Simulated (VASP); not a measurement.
# Si (Fd-3m) in VASP: single point with LDA

Aim: the single point of Si with LDA.

All numbers are computed with VASP 6.6.1; they aren't measurements. Logs are shortened: lines on timing, memory, paths and dates and some standing lists are left out, and cuts for length are marked.

**1. The cell of the first run**

Symmetry: Fd-3m, No. 227, cubic system. Conventional cell: a = 5.470 Å, b = 5.470 Å, c = 5.470 Å, α = 90.00°, β = 90.00°, γ = 90.00°. Si (site symmetry -43m) has 4 Si at 2.37 Å within 3.1 Å.

**2. Single point, LDA**

The input, INCAR:

```
SYSTEM = Si
ALGO     = Normal         ! electronic algorithm
EDIFF    = 1E-6           ! SCF threshold, eV
ENCUT    = 500            ! plane-wave cutoff, eV
GGA_COMPAT= .FALSE.      
ISIF     = 2              ! what is computed and relaxed
ISMEAR   = 0              ! smearing method
LASPH    = .TRUE.         ! aspherical terms in the spheres
LCHARG   = .FALSE.        ! write CHGCAR
LREAL    = .FALSE.        ! projectors in reciprocal space
LWAVE    = .FALSE.        ! write WAVECAR
NBANDS   = 11             ! bands
NELM     = 120            ! most SCF steps
PREC     = Accurate       ! precision mode
SIGMA    = 0.02           ! smearing width, eV
```

The input, KPOINTS:

```
k-points
0
G
  8 8 8
  0 0 0
```

The input, POSCAR:

```
Si
1.0
    0.0000000000      2.7347848946      2.7347848946
    2.7347848946      0.0000000000      2.7347848946
    2.7347848946      2.7347848946      0.0000000000
Si
2
Direct
    0.0000000000      0.0000000000      0.0000000000
    0.2500000000      0.2500000000      0.2500000000
```

Potentials or basis: VASP PAW LDA potentials, release 64 (Si).

Launch:

```console
> cat potpaw_LDA.64/Si/POTCAR > POTCAR
> mpirun -np 1 vasp_std > vasp.out
```

OUTCAR:

```text
SYSTEM = Si
   EDIFF = 1E-6
   ENCUT = 500
   ISIF = 2
   ISMEAR = 0
   LASPH = .TRUE.
   LREAL = .FALSE.
   NELM = 120
   PREC = Accurate

 ion  position               nearest neighbor table
   1  0.000  0.000  0.000-   2 2.37   2 2.37   2 2.37   2 2.37
   2  0.250  0.250  0.250-   1 2.37   1 2.37   1 2.37   1 2.37

  LATTYP: Found a face centered cubic cell.
 ALAT       =     5.4695697892

  Lattice vectors:

 A1 = (   0.0000000000,   2.7347848946,   2.7347848946)
 A2 = (   2.7347848946,   0.0000000000,   2.7347848946)
 A3 = (   2.7347848946,   2.7347848946,   0.0000000000)

Analysis of symmetry for initial positions (statically):
=====================================================================
 Subroutine PRICEL returns:
 Original cell was already a primitive cell.

 Routine SETGRP: Setting up the symmetry group for a
 face centered cubic supercell.

 Subroutine GETGRP returns: Found 48 space group operations
 (whereof 24 operations were pure point group operations)
 out of a pool of 48 trial point group operations.

The static configuration has the point symmetry T_d .
 The point group associated with its full space group is O_h .

Analysis of symmetry for dynamics (positions and initial velocities):
=====================================================================
 Subroutine PRICEL returns:
 Original cell was already a primitive cell.

 Routine SETGRP: Setting up the symmetry group for a
 face centered cubic supercell.

 Subroutine GETGRP returns: Found 48 space group operations
 (whereof 24 operations were pure point group operations)
 out of a pool of 48 trial point group operations.

The dynamic configuration has the point symmetry T_d .
 The point group associated with its full space group is O_h .

 Subroutine INISYM returns: Found 48 space group operations
 (whereof 24 operations are pure point group operations),
 and found     1 'primitive' translations

----------------------------------------------------------------------------------------

                                     Primitive cell

  volume of cell :      40.9072

  direct lattice vectors                    reciprocal lattice vectors
     0.000000000  2.734784895  2.734784895    -0.182829736  0.182829736  0.182829736
     2.734784895  0.000000000  2.734784895     0.182829736 -0.182829736  0.182829736
     2.734784895  2.734784895  0.000000000     0.182829736  0.182829736 -0.182829736

  length of vectors
     3.867569888  3.867569888  3.867569888     0.316670392  0.316670392  0.316670392

  position of ions in fractional coordinates (direct lattice)
     0.000000000  0.000000000  0.000000000
[... 83 lines left out ...]
   NFREE  =      0    steps in history (QN), initial steepest desc. (CG)
   ISIF   =      2    stress and relaxation
   ISYM   =      2    0-nonsym 1-usesym 2-fastsym
   POTIM  = 0.5000    time-step for ionic-motion
   TEBEG  =    0.0;   TEEND  =   0.0 temperature during run
   PSTRESS=    0.0 pullay stress
   NELECT =       8.0000    total number of electrons
   NUPDOWN=      -1.0000    fix difference up-down
   EMIN   =  10.00;   EMAX   =-10.00  energy-range for DOS
   EFERMI =   0.00;   METHOD = LEGACY
   ISMEAR =     0;   SIGMA  =   0.02  broadening in eV -4-tet -1-fermi 0-gaus
   EFERMI_NEDOS =   21; number of points for ismear=-14 and -15
   IALGO  =     38    algorithm
   IMIX   =      4    mixing-type and parameters
     AMIX     =   0.40;   BMIX     =  1.00
     AMIX_MAG =   1.60;   BMIX_MAG =  1.00
  volume/ion in A,a.u.               =      20.45       138.03
  Fermi-wavevector in a.u.,A,eV,Ry     =   0.950251  1.795714 12.285747  0.902977
  Thomas-Fermi vector in A             =   2.078610
   LORBIT       =      0    0 simple, 1 ext, 2 COOP (PROOUT), +10 PAW based schemes
   GGA     = CA    functional components
   LHFCALC =     F    Hartree Fock is set to
   AEXX    =    0.0000 exact exchange contribution
   IVDW    =     0    specifies the selected vdW correction
   LEPSILON=     F    determine dielectric tensor
   LRPA    =     F    only Hartree local field effects (RPA)
 non-spin polarized calculation
 Gauss-broadening in eV      SIGMA  =   0.02
  energy-cutoff  :      500.00
  volume of cell :       40.91
 maximum number of plane-waves:      1056
   NGX = 15   NGY = 15   NGZ = 15

 number of electron       8.0000000 magnetization

 Free energy of the ion-electron system (eV)
  ---------------------------------------------------
  ext. energy  EPLUGINS =         0.00000000
  ---------------------------------------------------
  free energy    TOTEN  =       -11.90001715 eV

  energy without entropy =      -11.90001715  energy(sigma->0) =      -11.90001715

 E-fermi :   5.6509     XC(G=0):  -9.5250

 val. band max:        5.5553392779   @ k =   0.0000   0.0000   0.0000
 cond. band min:       6.1015204646   @ k =   0.3750   0.3750   0.0000
 fundamental gap:      0.5461811866
 Fermi energy:         5.6508921170

 k-point     1 :       0.0000    0.0000    0.0000
  band No.  band energies     occupation
      1      -6.2578      2.00000
      2       5.5553      2.00000
      3       5.5553      2.00000
      4       5.5553      2.00000
      5       8.0691      0.00000
      6       8.0691      0.00000
      7       8.0691      0.00000
      8       8.5214      0.00000
      9      13.1413      0.00000
     10      13.2702      0.00000
     11      13.2702      0.00000
[... 309 lines left out ...]
 k-point    24 :      -0.3750    0.2500    0.1250
  band No.  band energies     occupation
      1      -3.4442      2.00000
      2      -1.1667      2.00000
      3       2.1429      2.00000
      4       3.4350      2.00000
      5       8.4930      0.00000
      6       8.6172      0.00000
      7      11.3319      0.00000
      8      12.5282      0.00000
      9      12.7586      0.00000
     10      15.9575      0.00000
     11      16.9841      0.00000

 [... further k-points ...]
[... 5 lines left out ...]
  --------------------------------------------------------------------------------------
  -------------------------------------------------------------------------------------
  Total       -0.8400055     -0.8400055     -0.8400055     -0.0000000     -0.0000000      0.0000000
  in kB      -32.8997973    -32.8997973    -32.8997973     -0.0000000     -0.0000000      0.0000000
  external PRESSURE =     -32.8997973 kB  Pullay stress =       0.0000000 kB

 VOLUME and BASIS-vectors are now :
 -----------------------------------------------------------------------------
  energy-cutoff  :      500.00
  volume of cell :       40.91
      direct lattice vectors                 reciprocal lattice vectors
     0.000000000  2.734784895  2.734784895    -0.182829736  0.182829736  0.182829736
     2.734784895  0.000000000  2.734784895     0.182829736 -0.182829736  0.182829736
     2.734784895  2.734784895  0.000000000     0.182829736  0.182829736 -0.182829736

 POSITION                                       TOTAL-FORCE (eV/Angst)
 -----------------------------------------------------------------------------------
      0.00000      0.00000      0.00000        -0.000000     -0.000000     -0.000000
      1.36739      1.36739      1.36739         0.000000      0.000000      0.000000
 -----------------------------------------------------------------------------------
    total drift:                                0.000000      0.000000     -0.000000

  FREE ENERGIE OF THE ION-ELECTRON SYSTEM (eV)
  ---------------------------------------------------
  free  energy   TOTEN  =       -11.9000171454 eV

  energy  without entropy=      -11.9000171454  energy(sigma->0) =      -11.90001715
```

stdout:

```text
POSCAR found type information on POSCAR Si
 POSCAR found :  1 types and       2 ions
 scaLAPACK will be used
 LDA part: xc-table for (Slater(with rela. corr.)+CA(PZ))
 , standard interpolation
 POSCAR, INCAR and KPOINTS ok, starting setup
 FFT: planning ... GRIDC
 FFT: planning ... GRID_SOFT
 FFT: planning ... GRID
 WAVECAR not read
 entering main loop
```

It took 5.4 s on 1 thread of Intel Xeon Platinum 8488C (Sapphire Rapids), shared host; peak memory 0.13 GiB.

Results:

* Free energy: -11.9000 eV
* Pressure: -3.3 GPa
* Band gap on the k mesh: 0.55 eV, indirect (least direct gap 2.51 eV)

Levels at points of the mesh, in eV from the valence-band top:
| k point | band 1 | band 2 | band 3 | band 4 | band 5 | band 6 | band 7 | band 8 |
| --- | --- | --- | --- | --- | --- | --- | --- | --- |
| (0.00, 0.00, 0.00) | -11.81 | 0.00 | 0.00 | 0.00 | 2.51 | 2.51 | 2.51 | 2.97 |
| (0.50, 0.00, 0.00) | -9.53 | -6.89 | -1.18 | -1.18 | 1.35 | 3.30 | 3.30 | 7.48 |
| (0.50, 0.50, 0.00) | -7.75 | -7.75 | -2.80 | -2.80 | 0.64 | 0.64 | 9.80 | 9.80 |
